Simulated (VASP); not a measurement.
# Hg (I4_1/amd) in VASP: a series of runs

Runs on Hg. Level: PBEsol. Tasks: relaxation of cell and atoms, single point.

All numbers are computed with VASP 6.6.1; they aren't measurements. Logs are shortened: lines on timing, memory, paths and dates and some standing lists are left out, and cuts for length are marked.

### 1 The cell of the first run

The structure is tetragonal, space group I4_1/amd (No. 141). Conventional cell: a = 5.860 Å, b = 5.860 Å, c = 3.145 Å, α = 90.00°, β = 90.00°, γ = 90.00°. Within 4.0 Å of Hg (site symmetry -4m2) lie 10 Hg at 3.03 to 3.76 Å.

### 2 Relaxation of cell and atoms, PBEsol

Input file INCAR:

```
SYSTEM = Hg
ALGO = Normal ; EDIFF = 1E-6
EDIFFG = -0.005 ; ENCUT = 600
GGA = PS ; IBRION = 2
ISIF = 3 ; ISMEAR = 0
LASPH = .TRUE. ; LCHARG = .FALSE.
LREAL = .FALSE. ; LWAVE = .FALSE.
NELM = 100 ; NSW = 100
PREC = Accurate ; SIGMA = 0.1
```

Input file KPOINTS:

```
k-points
0
G
  16 16 16
  0 0 0
```

Input file POSCAR:

```
Hg
1.0
   -2.9297541400      2.9297541400      1.5725525500
    2.9297541400     -2.9297541400      1.5725525500
    2.9297541400      2.9297541400     -1.5725525500
Hg
2
Direct
    0.7500000000      0.2500000000      0.5000000000
    0.0000000000      0.0000000000      0.0000000000
```

Potentials or basis: VASP PAW PBE potentials, release 64 (Hg).

Run with:

```bash
> cat potpaw_PBE.64/Hg/POTCAR > POTCAR
> mpirun -np 1 vasp_std > vasp.out
```

OUTCAR:

```text
SYSTEM = Hg
   EDIFF = 1E-6
   EDIFFG = -0.005
   ENCUT = 600
   GGA = PS
   IBRION = 2
   ISIF = 3
   ISMEAR = 0
   LASPH = .TRUE.
   LREAL = .FALSE.
   NELM = 100
   NSW = 100
   PREC = Accurate

 ion  position               nearest neighbor table
   1  0.750  0.250  0.500-   2 3.03   2 3.03   2 3.03   2 3.03   2 3.76   2 3.76   2 3.76   2 3.76

   2  0.000  0.000  0.000-   1 3.03   1 3.03   1 3.03   1 3.03   1 3.76   1 3.76   1 3.76   1 3.76

  LATTYP: Found a body centered tetragonal cell.
 ALAT       =     5.8595082800
 C/A-ratio  =     0.5367523945

  Lattice vectors:

 A1 = (  -2.9297541400,   2.9297541400,   1.5725525500)
 A2 = (   2.9297541400,  -2.9297541400,   1.5725525500)
 A3 = (   2.9297541400,   2.9297541400,  -1.5725525500)

Analysis of symmetry for initial positions (statically):
=====================================================================
 Subroutine PRICEL returns:
 Original cell was already a primitive cell.

 Routine SETGRP: Setting up the symmetry group for a
 body centered tetragonal supercell.

 Subroutine GETGRP returns: Found 16 space group operations
 (whereof  8 operations were pure point group operations)
 out of a pool of 16 trial point group operations.

The static configuration has the point symmetry D_2d.
 The point group associated with its full space group is D_4h.

Analysis of symmetry for dynamics (positions and initial velocities):
=====================================================================
 Subroutine PRICEL returns:
 Original cell was already a primitive cell.

 Routine SETGRP: Setting up the symmetry group for a
 body centered tetragonal supercell.

 Subroutine GETGRP returns: Found 16 space group operations
 (whereof  8 operations were pure point group operations)
 out of a pool of 16 trial point group operations.

The dynamic configuration has the point symmetry D_2d.
 The point group associated with its full space group is D_4h.

 Subroutine INISYM returns: Found 16 space group operations
 (whereof  8 operations are pure point group operations),
 and found     1 'primitive' translations

----------------------------------------------------------------------------------------

                                     Primitive cell

  volume of cell :      53.9918

  direct lattice vectors                    reciprocal lattice vectors
    -2.929754140  2.929754140  1.572552550     0.000000000  0.170662785  0.317954398
     2.929754140 -2.929754140  1.572552550     0.170662785  0.000000000  0.317954398
     2.929754140  2.929754140 -1.572552550     0.170662785  0.170662785  0.000000000

  length of vectors
     4.431685928  4.431685928  4.431685928     0.360861172  0.360861172  0.241353625

  position of ions in fractional coordinates (direct lattice)
     0.750000000  0.250000000  0.500000000
     0.000000000  0.000000000  0.000000000

  ion indices of the primitive-cell ions
   primitive index   ion index
                 1           1
                 2           2

----------------------------------------------------------------------------------------

 KPOINTS: k-points

Automatic generation of k-mesh.
 Grid dimensions read from file:
 generate k-points for:   16   16   16

 Generating k-lattice:

  Cartesian coordinates                     Fractional coordinates (reciprocal lattice)
     0.000000000  0.010666424  0.019872150     0.062500000  0.000000000 -0.000000000
     0.010666424  0.000000000  0.019872150     0.000000000  0.062500000 -0.000000000
     0.010666424  0.010666424  0.000000000     0.000000000  0.000000000  0.062500000

  Length of vectors
     0.022553823  0.022553823  0.015084602

  Shift w.r.t. Gamma in fractional coordinates (k-lattice)
     0.000000000  0.000000000  0.000000000

 Subroutine IBZKPT returns following result:
 ===========================================

 Found    349 irreducible k-points:

 Following reciprocal coordinates:
            Coordinates               Weight
  0.000000  0.000000  0.000000      1.000000
  0.062500  0.000000  0.000000      8.000000
  0.125000  0.000000  0.000000      8.000000
  0.187500 -0.000000  0.000000      8.000000
  0.250000  0.000000  0.000000      8.000000
  0.312500  0.000000  0.000000      8.000000
[... 16 lines left out ...]
 -0.125000  0.062500  0.000000     16.000000
 -0.062500  0.062500  0.000000      4.000000
 [... further k-points ...]
   k-points           NKPTS =    349   k-points in BZ     NKDIM =    349   number of bands    NBANDS=     16
   number of dos      NEDOS =    301   number of ions     NIONS =      2
   total plane-waves  NPLWV =  46656
   dimension x,y,z NGX =    36 NGY =   36 NGZ =   36
   dimension x,y,z NGXF=    72 NGYF=   72 NGZF=   72
   ions per type =               2
   NGX,Y,Z   is equivalent  to a cutoff of  13.50, 13.50, 13.50 a.u.
   NGXF,Y,Z  is equivalent  to a cutoff of  27.01, 27.01, 27.01 a.u.
 SYSTEM =  Hg
   PREC   = accura    normal or accurate (medium, high low for compatibility)
   ISTART =      0    job   : 0-new  1-cont  2-samecut
   ICHARG =      2    charge: 1-file 2-atom 10-const
   ISPIN  =      1    spin polarized calculation?
   LNONCOLLINEAR =      F non collinear calculations
   LSORBIT =      F    spin-orbit coupling
   LASPH  =      T    aspherical Exc in radial PAW
   ENCUT  =  600.0 eV  44.10 Ry    6.64 a.u.   8.85  8.85  8.85*2*pi/ulx,y,z
   NELM   =    100;   NELMIN=  2; NELMDL= -5     # of ELM steps
   EDIFF  = 0.1E-05   stopping-criterion for ELM
   LREAL  =      F    real-space projection
   EDIFFG = -.5E-02   stopping-criterion for IOM
   NSW    =    100    number of steps for IOM
   IBRION =      2    ionic relax: 0-MD 1-quasi-New 2-CG
   NFREE  =      1    steps in history (QN), initial steepest desc. (CG)
   ISIF   =      3    stress and relaxation
   ISYM   =      2    0-nonsym 1-usesym 2-fastsym
   POTIM  = 0.5000    time-step for ionic-motion
   TEBEG  =    0.0;   TEEND  =   0.0 temperature during run
   PSTRESS=    0.0 pullay stress
   NELECT =      24.0000    total number of electrons
   NUPDOWN=      -1.0000    fix difference up-down
   EMIN   =  10.00;   EMAX   =-10.00  energy-range for DOS
   EFERMI =   0.00;   METHOD = LEGACY
   ISMEAR =     0;   SIGMA  =   0.10  broadening in eV -4-tet -1-fermi 0-gaus
   EFERMI_NEDOS =   21; number of points for ismear=-14 and -15
   IALGO  =     38    algorithm
   IMIX   =      4    mixing-type and parameters
     AMIX     =   0.40;   BMIX     =  1.00
     AMIX_MAG =   1.60;   BMIX_MAG =  1.00
  volume/ion in A,a.u.               =      27.00       182.18
  Fermi-wavevector in a.u.,A,eV,Ry     =   1.249404  2.361030 21.238820  1.561009
  Thomas-Fermi vector in A             =   2.383446
   LORBIT       =      0    0 simple, 1 ext, 2 COOP (PROOUT), +10 PAW based schemes
   GGA     = PS    functional components
   LHFCALC =     F    Hartree Fock is set to
   AEXX    =    0.0000 exact exchange contribution
   IVDW    =     0    specifies the selected vdW correction
   LEPSILON=     F    determine dielectric tensor
   LRPA    =     F    only Hartree local field effects (RPA)
 conjugate gradient relaxation of ions
 non-spin polarized calculation
 Gauss-broadening in eV      SIGMA  =   0.10
  energy-cutoff  :      600.00
  volume of cell :       53.99
 maximum number of plane-waves:      1830
   NGX = 17   NGY = 17   NGZ = 17

--------------------------------------- Ionic step        1  -------------------------------------------

 number of electron      24.0000002 magnetization

 Free energy of the ion-electron system (eV)
  ---------------------------------------------------
  ext. energy  EPLUGINS =         0.00000000
  ---------------------------------------------------
  free energy    TOTEN  =        -1.09080905 eV

  energy without entropy =       -1.08829587  energy(sigma->0) =       -1.08955246

------------------------ aborting loop because EDIFF is reached ----------------------------------------

  FORCE on cell =-STRESS in cart. coord.  units (eV):
  Direction    XX          YY          ZZ          XY          YZ          ZX
  --------------------------------------------------------------------------------------
  -------------------------------------------------------------------------------------
  Total       -0.6671429     -0.6671429     -0.7972462      0.0000000      0.0000000      0.0000000
  in kB      -19.7971155    -19.7971155    -23.6578650      0.0000000      0.0000000      0.0000000
  external PRESSURE =     -21.0840320 kB  Pullay stress =       0.0000000 kB
[... 89 lines left out ...]
  FREE ENERGIE OF THE ION-ELECTRON SYSTEM (eV)
  ---------------------------------------------------
  free  energy   TOTEN  =        -1.1174034293 eV

  energy  without entropy=       -1.1155449643  energy(sigma->0) =       -1.11647420

[... ionic steps 4 to 9 ...]

--------------------------------------- Ionic step       10  -------------------------------------------

 number of electron      23.9999999 magnetization

------------------------ aborting loop because EDIFF is reached ----------------------------------------

  FORCE on cell =-STRESS in cart. coord.  units (eV):
  Direction    XX          YY          ZZ          XY          YZ          ZX
  --------------------------------------------------------------------------------------
  -------------------------------------------------------------------------------------
  Total        0.0153606      0.0153606      0.0199367      0.0000000     -0.0000000      0.0000000
  in kB        0.4891857      0.4891857      0.6349184      0.0000000     -0.0000000      0.0000000
  external PRESSURE =       0.5377633 kB  Pullay stress =       0.0000000 kB
[... 57 lines left out ...]
  energy  without entropy=       -1.1164195525  energy(sigma->0) =       -1.11741453

--------------------------------------- Ionic step       12  -------------------------------------------

 number of electron      24.0000000 magnetization

 Free energy of the ion-electron system (eV)
  ---------------------------------------------------
  ext. energy  EPLUGINS =         0.00000000
  ---------------------------------------------------
  free energy    TOTEN  =        -1.11841817 eV

  energy without entropy =       -1.11643358  energy(sigma->0) =       -1.11742587

 E-fermi :   2.1471     XC(G=0): -10.6435

 val. band max:        2.1144421862   @ k =  -0.3750   0.4375   0.2500
 cond. band min:       2.1716557095   @ k =  -0.3750   0.5000   0.2500
 fundamental gap:      0.0572135234
 Fermi energy:         2.1471458735

 k-point     1 :       0.0000    0.0000    0.0000
  band No.  band energies     occupation
      1      -6.6338      2.00000
      2      -5.7656      2.00000
      3      -5.6583      2.00000
      4      -5.5556      2.00000
      5      -5.4124      2.00000
      6      -4.1382      2.00000
[... 8 lines left out ...]
     15       9.9464      0.00000
     16      13.2096      0.00000
[... 420 lines left out ...]
  band No.  band energies     occupation
      1      -6.5940      2.00000
      2      -5.7524      2.00000
      3      -5.6402      2.00000
      4      -5.5594      2.00000
      5      -5.4154      2.00000
      6      -4.1453      2.00000
[... 8 lines left out ...]
     15      10.0875      0.00000
     16      12.9285      0.00000

 [... further k-points ...]
[... 5 lines left out ...]
  --------------------------------------------------------------------------------------
  -------------------------------------------------------------------------------------
  Total       -0.0047382     -0.0047382     -0.0060748      0.0000000      0.0000000      0.0000000
  in kB       -0.1506550     -0.1506550     -0.1931546      0.0000000      0.0000000      0.0000000
  external PRESSURE =      -0.1648216 kB  Pullay stress =       0.0000000 kB
[... 17 lines left out ...]
  FREE ENERGIE OF THE ION-ELECTRON SYSTEM (eV)
  ---------------------------------------------------
  free  energy   TOTEN  =        -1.1184181657 eV

  energy  without entropy=       -1.1164335798  energy(sigma->0) =       -1.11742587

 reached required accuracy - stopping structural energy minimisation
```

Wall time 22 min (1 thread of Intel Xeon Platinum 8488C (Sapphire Rapids), shared host); peak memory 0.46 GiB.

Results:

* Free energy: -1.1184 eV
* Relaxed volume: 25.19 Å³/atom
* Relaxed cell: a = 4.347 Å, b = 4.347 Å, c = 4.347 Å, α = 97.01°, β = 97.01°, γ = 139.10°
* Space group after relaxing (to 0.05 Å): I4_1/amd (No. 141)
* Energy gained by relaxing: 13.8 meV/atom
* Ionic steps: 12
* Pressure after relaxing: 0.0 GPa
* Band gap on the k mesh: zero (band 12 reaches 5.00 eV, above the bottom of band 13 at 0.24 eV)

Step by step:
```tsv
step	energy change (eV)	largest force (eV/Å)	pressure (GPa)	volume (Å³)
1	0.0000	0.0000	-2.11	53.99
2	-0.0248	0.0000	-0.62	51.26
3	-0.0266	0.0000	-0.01	50.44
4	-0.0266	0.0000	0.04	50.37
5	-0.0273	0.0000	0.10	50.35
6	-0.0275	0.0000	0.08	50.33
7	-0.0275	0.0000	0.13	50.29
8	-0.0276	0.0000	-0.01	50.31
9	-0.0276	0.0000	0.07	50.31
10	-0.0276	0.0000	0.05	50.31
11	-0.0276	0.0000	0.05	50.31
12	-0.0276	0.0000	-0.02	50.39
```

Final structure:
```cif
data_structure
_symmetry_space_group_name_H-M 'P 1'
_symmetry_Int_Tables_number 1
_cell_length_a 4.3468
_cell_length_b 4.3468
_cell_length_c 4.3468
_cell_angle_alpha 97.013
_cell_angle_beta 97.013
_cell_angle_gamma 139.098
_cell_volume 50.39
loop_
_atom_site_label
_atom_site_type_symbol
_atom_site_fract_x
_atom_site_fract_y
_atom_site_fract_z
_atom_site_occupancy
Hg1 Hg 0.75000 0.25000 0.50000 1
Hg2 Hg 0.00000 0.00000 0.00000 1
```

Caveat: the PAW data sets were made with another functional, which shifts forces and pressure a little; spin-orbit coupling is left out, which moves the levels of the heavy elements.

### 3 Single point, PBEsol

Input file INCAR:

```
SYSTEM = Hg
PREC = Accurate ; ENCUT = 520
EDIFF = 1E-6 ; ISMEAR = 0
SIGMA = 0.1 ; LREAL = .FALSE.
LASPH = .TRUE. ; NELM = 80
ALGO = Fast ; ISIF = 2
LWAVE = .FALSE. ; LCHARG = .FALSE.
GGA = PS ; NBANDS = 19
```

Input file KPOINTS:

```
Automatic mesh
0
G
  16 16 16
  0 0 0
```

POSCAR is that of step 2.

Potentials or basis: VASP PAW PBE potentials, release 64 (Hg).

Run with:

```bash
> cat potpaw_PBE.64/Hg/POTCAR > POTCAR
> mpirun -np 1 vasp_std > vasp.out
```

Run time: 5 min. Hardware: 1 thread of AMD EPYC 9R14 (Zen 4), shared host; peak memory 0.39 GiB.

It converged, with:

```yaml
Free_energy: -1.0912 eV
Pressure: -2.2 GPa
Band_gap_on_the_k_mesh: zero (band 12 reaches 4.04 eV, above the bottom of band 13 at 0.08 eV)
```

Stress tensor (GPa, compression positive):
```
-2.03  0.00  0.00
 0.00 -2.03  0.00
 0.00  0.00 -2.42
```

Levels at points of the mesh, in eV from the Fermi level:
| k point | band 10 | band 11 | band 12 | band 13 | band 14 | band 15 |
| --- | --- | --- | --- | --- | --- | --- |
| (0.00, 0.00, 0.00) | -5.80 | -5.39 | 1.18 | 1.88 | 1.88 | 7.63 |
| (0.50, 0.00, 0.00) | -5.63 | -2.22 | -1.68 | 2.29 | 2.39 | 3.25 |
| (0.50, 0.50, 0.00) | -5.96 | -5.24 | -5.24 | 5.55 | 5.55 | 6.04 |
| (0.50, 0.50, 0.50) | -6.15 | -2.61 | -2.61 | -1.59 | -1.59 | 10.32 |

Caveat: the PAW data sets were made with another functional, which shifts forces and pressure a little; spin-orbit coupling is left out, which moves the levels of the heavy elements.
